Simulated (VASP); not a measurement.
# Cd (P6_3/mmc) in VASP: notebook

Runs on Cd. Level: PBE. Tasks: single point.

Program: VASP 6.6.1. These are calculated values, not measurements. Logs are shortened: lines on timing, memory, paths and dates and some standing lists are left out, and cuts for length are marked.

## 1. The cell of the first run

Symmetry: P6_3/mmc, No. 194, hexagonal system. The conventional cell has a = 3.072 Å, b = 3.072 Å, c = 9.816 Å, α = 90.00°, β = 90.00°, γ = 120.00°. Within 4.0 Å of Cd (site symmetry -3m) lie 12 Cd at 3.03 to 3.07 Å. Cd (site symmetry -6m2) has 12 Cd at 3.03 to 3.07 Å within 4.0 Å.

## 2. Single point, PBE (20.06 Å³/atom)

INCAR

```
SYSTEM = Cd
  ALGO = Normal
  EDIFF = 1E-6
  ENCUT = 520
  GGA = PE
  ISIF = 2
  ISMEAR = -1
  LASPH = .TRUE.
  LCHARG = .FALSE.
  LREAL = .FALSE.
  LWAVE = .FALSE.
  NBANDS = 32
  NELM = 80
  PREC = Accurate
  SIGMA = 0.1
```

KPOINTS

```
k-points
0
G
  15 15 4
  0 0 0
```

POSCAR

```
Cd
1.0
    3.0722917324      0.0000000000      0.0000000000
   -1.5361458662      2.6606826881      0.0000000000
    0.0000000000      0.0000000000      9.8161837969
Cd
4
Direct
    0.0000000000      1.0000000000      0.0000000000
    0.0000000000      0.0000000000      0.5000000000
    0.3333333333      0.6666666667      0.2500000000
    0.6666666667      0.3333333333      0.7500000000
```

Potentials or basis: VASP PAW PBE potentials, release 64 (Cd).

Started as:

```sh
> cat potpaw_PBE.64/Cd/POTCAR > POTCAR
> mpirun -np 1 vasp_std > vasp.out
```

OUTCAR:

```text
SYSTEM = Cd
   EDIFF = 1E-6
   ENCUT = 520
   GGA = PE
   ISIF = 2
   ISMEAR = -1
   LASPH = .TRUE.
   LREAL = .FALSE.
   NELM = 80
   PREC = Accurate

 ion  position               nearest neighbor table
   1  0.000  0.000  0.000-   3 3.03   4 3.03   4 3.03   3 3.03   4 3.03   3 3.03
   2  0.000  0.000  0.500-   3 3.03   4 3.03   4 3.03   3 3.03   4 3.03   3 3.03
   3  0.333  0.667  0.250-   1 3.03   2 3.03   1 3.03   2 3.03   1 3.03   2 3.03
   4  0.667  0.333  0.750-   1 3.03   2 3.03   1 3.03   2 3.03   1 3.03   2 3.03

  LATTYP: Found a hexagonal cell.
 ALAT       =     3.0722917324
 C/A-ratio  =     3.1950689101

  Lattice vectors:

 A1 = (   3.0722917324,   0.0000000000,   0.0000000000)
 A2 = (  -1.5361458662,   2.6606826881,   0.0000000000)
 A3 = (   0.0000000000,   0.0000000000,   9.8161837969)

Analysis of symmetry for initial positions (statically):
=====================================================================
 Subroutine PRICEL returns:
 Original cell was already a primitive cell.

 Routine SETGRP: Setting up the symmetry group for a
 hexagonal supercell.

 Subroutine GETGRP returns: Found 24 space group operations
 (whereof 12 operations were pure point group operations)
 out of a pool of 24 trial point group operations.

The static configuration has the point symmetry D_3d.
 The point group associated with its full space group is D_6h.

Analysis of symmetry for dynamics (positions and initial velocities):
=====================================================================
 Subroutine PRICEL returns:
 Original cell was already a primitive cell.

 Routine SETGRP: Setting up the symmetry group for a
 hexagonal supercell.

 Subroutine GETGRP returns: Found 24 space group operations
 (whereof 12 operations were pure point group operations)
 out of a pool of 24 trial point group operations.

The dynamic configuration has the point symmetry D_3d.
 The point group associated with its full space group is D_6h.

 Subroutine INISYM returns: Found 24 space group operations
 (whereof 12 operations are pure point group operations),
 and found     1 'primitive' translations

----------------------------------------------------------------------------------------

                                     Primitive cell

  volume of cell :      80.2413

  direct lattice vectors                    reciprocal lattice vectors
     3.072291732  0.000000000  0.000000000     0.325489923  0.187921695  0.000000000
    -1.536145866  2.660682688  0.000000000     0.000000000  0.375843390  0.000000000
     0.000000000  0.000000000  9.816183797     0.000000000  0.000000000  0.101872583

  length of vectors
     3.072291732  3.072291732  9.816183797     0.375843390  0.375843390  0.101872583

  position of ions in fractional coordinates (direct lattice)
     0.000000000  0.000000000  0.000000000
     0.000000000  0.000000000  0.500000000
     0.333333333  0.666666667  0.250000000
     0.666666667  0.333333333  0.750000000

  ion indices of the primitive-cell ions
   primitive index   ion index
                 1           1
                 2           2
                 3           3
                 4           4

----------------------------------------------------------------------------------------

 KPOINTS: k-points

Automatic generation of k-mesh.
 Grid dimensions read from file:
 generate k-points for:   15   15    4

 Generating k-lattice:

  Cartesian coordinates                     Fractional coordinates (reciprocal lattice)
     0.021699328  0.012528113  0.000000000     0.066666667  0.000000000  0.000000000
     0.000000000  0.025056226  0.000000000     0.000000000  0.066666667  0.000000000
     0.000000000  0.000000000  0.025468146     0.000000000  0.000000000  0.250000000

  Length of vectors
     0.025056226  0.025056226  0.025468146

  Shift w.r.t. Gamma in fractional coordinates (k-lattice)
     0.000000000  0.000000000  0.000000000

 Subroutine IBZKPT returns following result:
 ===========================================

 Found     81 irreducible k-points:

 Following reciprocal coordinates:
            Coordinates               Weight
  0.000000  0.000000  0.000000      1.000000
  0.066667  0.000000  0.000000      6.000000
  0.133333 -0.000000  0.000000      6.000000
  0.200000 -0.000000  0.000000      6.000000
  0.266667 -0.000000  0.000000      6.000000
  0.333333 -0.000000  0.000000      6.000000
[... 16 lines left out ...]
  0.333333  0.200000  0.000000     12.000000
  0.400000  0.200000  0.000000      6.000000
 [... further k-points ...]
   k-points           NKPTS =     81   k-points in BZ     NKDIM =     81   number of bands    NBANDS=     32
   number of dos      NEDOS =    301   number of ions     NIONS =      4
   total plane-waves  NPLWV =  46080
   dimension x,y,z NGX =    24 NGY =   24 NGZ =   80
   dimension x,y,z NGXF=    48 NGYF=   48 NGZF=  160
   ions per type =               4
   NGX,Y,Z   is equivalent  to a cutoff of  12.99, 12.99, 13.55 a.u.
   NGXF,Y,Z  is equivalent  to a cutoff of  25.97, 25.97, 27.10 a.u.
 SYSTEM =  Cd
   PREC   = accura    normal or accurate (medium, high low for compatibility)
   ISTART =      0    job   : 0-new  1-cont  2-samecut
   ICHARG =      2    charge: 1-file 2-atom 10-const
   ISPIN  =      1    spin polarized calculation?
   LNONCOLLINEAR =      F non collinear calculations
   LSORBIT =      F    spin-orbit coupling
   LASPH  =      T    aspherical Exc in radial PAW
   ENCUT  =  520.0 eV  38.22 Ry    6.18 a.u.   5.71  5.71 18.25*2*pi/ulx,y,z
   NELM   =     80;   NELMIN=  2; NELMDL= -5     # of ELM steps
   EDIFF  = 0.1E-05   stopping-criterion for ELM
   LREAL  =      F    real-space projection
   EDIFFG = 0.1E-04   stopping-criterion for IOM
   NSW    =      0    number of steps for IOM
   IBRION =     -1    ionic relax: 0-MD 1-quasi-New 2-CG
   NFREE  =      0    steps in history (QN), initial steepest desc. (CG)
   ISIF   =      2    stress and relaxation
   ISYM   =      2    0-nonsym 1-usesym 2-fastsym
   POTIM  = 0.5000    time-step for ionic-motion
   TEBEG  =    0.0;   TEEND  =   0.0 temperature during run
   PSTRESS=    0.0 pullay stress
   NELECT =      48.0000    total number of electrons
   NUPDOWN=      -1.0000    fix difference up-down
   EMIN   =  10.00;   EMAX   =-10.00  energy-range for DOS
   EFERMI =   0.00;   METHOD = LEGACY
   ISMEAR =    -1;   SIGMA  =   0.10  broadening in eV -4-tet -1-fermi 0-gaus
   EFERMI_NEDOS =   21; number of points for ismear=-14 and -15
   IALGO  =     38    algorithm
   IMIX   =      4    mixing-type and parameters
     AMIX     =   0.40;   BMIX     =  1.00
     AMIX_MAG =   1.60;   BMIX_MAG =  1.00
  volume/ion in A,a.u.               =      20.06       135.37
  Fermi-wavevector in a.u.,A,eV,Ry     =   1.379397  2.606682 25.888283  1.902735
  Thomas-Fermi vector in A             =   2.504370
   LORBIT       =      0    0 simple, 1 ext, 2 COOP (PROOUT), +10 PAW based schemes
   GGA     = PE    functional components
   LHFCALC =     F    Hartree Fock is set to
   AEXX    =    0.0000 exact exchange contribution
   IVDW    =     0    specifies the selected vdW correction
   LEPSILON=     F    determine dielectric tensor
   LRPA    =     F    only Hartree local field effects (RPA)
 non-spin polarized calculation
  energy-cutoff  :      520.00
  volume of cell :       80.24
 maximum number of plane-waves:      2180
 NGX is ok and might be reduce to    24
   NGX = 11   NGY = 11   NGZ = 37

 number of electron      48.0000024 magnetization

 Free energy of the ion-electron system (eV)
  ---------------------------------------------------
  ext. energy  EPLUGINS =         0.00000000
  ---------------------------------------------------
  free energy    TOTEN  =        -2.71221407 eV

  energy without entropy =       -2.66900379  energy(sigma->0) =       -2.69060893

 E-fermi :   3.6298     XC(G=0): -11.4432

 val. band max:        3.6288525249   @ k =   0.4667  -0.0000   0.0000
 cond. band min:       3.6388117485   @ k =   0.2667  -0.0000   0.0000
 fundamental gap:      0.0099592235
 Fermi energy:         3.6298474326

 k-point     1 :       0.0000    0.0000    0.0000
  band No.  band energies     occupation
      1      -6.5381      2.00000
      2      -6.2158      2.00000
      3      -6.1947      2.00000
      4      -5.9726      2.00000
      5      -5.9266      2.00000
      6      -5.9266      2.00000
[... 24 lines left out ...]
     31      17.1016      0.00000
     32      17.5418      0.00000

 k-point     2 :       0.0667    0.0000    0.0000
  band No.  band energies     occupation
      1      -6.5020      2.00000
      2      -6.1898      2.00000
      3      -6.1589      2.00000
      4      -5.9505      2.00000
      5      -5.9406      2.00000
      6      -5.9213      2.00000
[... 24 lines left out ...]
     31      16.2265      0.00000
     32      16.4146      0.00000

 k-point     3 :       0.1333   -0.0000    0.0000
  band No.  band energies     occupation
      1      -6.4166      2.00000
      2      -6.1589      2.00000
      3      -6.0977      2.00000
      4      -6.0022      2.00000
      5      -5.9652      2.00000
      6      -5.9405      2.00000
[... 24 lines left out ...]
     31      14.3499      0.00000
     32      16.0267      0.00000

 k-point     4 :       0.2000   -0.0000    0.0000
  band No.  band energies     occupation
      1      -6.3737      2.00000
      2      -6.2034      2.00000
      3      -6.1219      2.00000
      4      -6.0329      2.00000
      5      -6.0301      2.00000
      6      -5.9818      2.00000
[... 654 lines left out ...]
     31       8.5835      0.00000
     32      11.5666      0.00000

 k-point    23 :       0.3333    0.2000    0.0000
  band No.  band energies     occupation
      1      -6.4534      2.00000
      2      -6.4076      2.00000
      3      -6.3082      2.00000
      4      -6.2167      2.00000
      5      -6.0721      2.00000
      6      -6.0518      2.00000
[... 24 lines left out ...]
     31       8.2360      0.00000
     32       9.7611      0.00000

 k-point    24 :       0.4000    0.2000    0.0000
  band No.  band energies     occupation
      1      -6.4802      2.00000
      2      -6.4165      2.00000
      3      -6.3231      2.00000
      4      -6.2000      2.00000
      5      -6.0948      2.00000
      6      -6.0743      2.00000
[... 24 lines left out ...]
     31       8.2735      0.00000
     32       8.3714      0.00000

 [... further k-points ...]

------------------------ aborting loop because EDIFF is reached ----------------------------------------

  FORCE on cell =-STRESS in cart. coord.  units (eV):
  Direction    XX          YY          ZZ          XY          YZ          ZX
  --------------------------------------------------------------------------------------
  -------------------------------------------------------------------------------------
  Total        4.0088166      4.0088166      4.0755762      0.0000000      0.0000000      0.0000000
  in kB       80.0439571     80.0439571     81.3769457      0.0000000      0.0000000      0.0000000
  external PRESSURE =      80.4882867 kB  Pullay stress =       0.0000000 kB

 VOLUME and BASIS-vectors are now :
 -----------------------------------------------------------------------------
  energy-cutoff  :      520.00
  volume of cell :       80.24
      direct lattice vectors                 reciprocal lattice vectors
     3.072291732  0.000000000  0.000000000     0.325489923  0.187921695  0.000000000
    -1.536145866  2.660682688  0.000000000     0.000000000  0.375843390  0.000000000
     0.000000000  0.000000000  9.816183797     0.000000000  0.000000000  0.101872583

 POSITION                                       TOTAL-FORCE (eV/Angst)
 -----------------------------------------------------------------------------------
      0.00000      0.00000      0.00000         0.000000      0.000000      0.000000
      0.00000      0.00000      4.90809        -0.000000      0.000000      0.000000
     -0.00000      1.77379      2.45405         0.000000     -0.000000      0.000000
      1.53615      0.88689      7.36214        -0.000000      0.000000     -0.000000
 -----------------------------------------------------------------------------------
    total drift:                               -0.000000      0.000000     -0.000000

  FREE ENERGIE OF THE ION-ELECTRON SYSTEM (eV)
  ---------------------------------------------------
  free  energy   TOTEN  =        -2.7122140670 eV

  energy  without entropy=       -2.6690037922  energy(sigma->0) =       -2.69060893
```

It took 2.9 min on 1 thread of Intel Xeon 8259CL, shared host; peak memory 0.3 GiB.

Results:

```
Free energy            : -2.7122 eV
Pressure               : 8.0 GPa
Band gap on the k mesh : zero (bands 24 and 25 overlap by 2.42 eV)
```

Levels at points of the mesh, in eV from the Fermi level:
```tsv
k point	band 20	band 21	band 22	band 23	band 24	band 25	band 26	band 27	band 28	band 29
(0.00, 0.00, 0.00)	-8.57	-8.57	-7.64	-7.63	-2.70	-1.04	6.95	6.95	12.81	12.81
(0.00, 0.00, 0.50)	-8.67	-8.67	-8.67	-5.25	-5.25	2.29	2.29	12.01	12.01	13.16
```

Caveat: the cell stands under pressure.

(Part 1 of 3 ends here.)
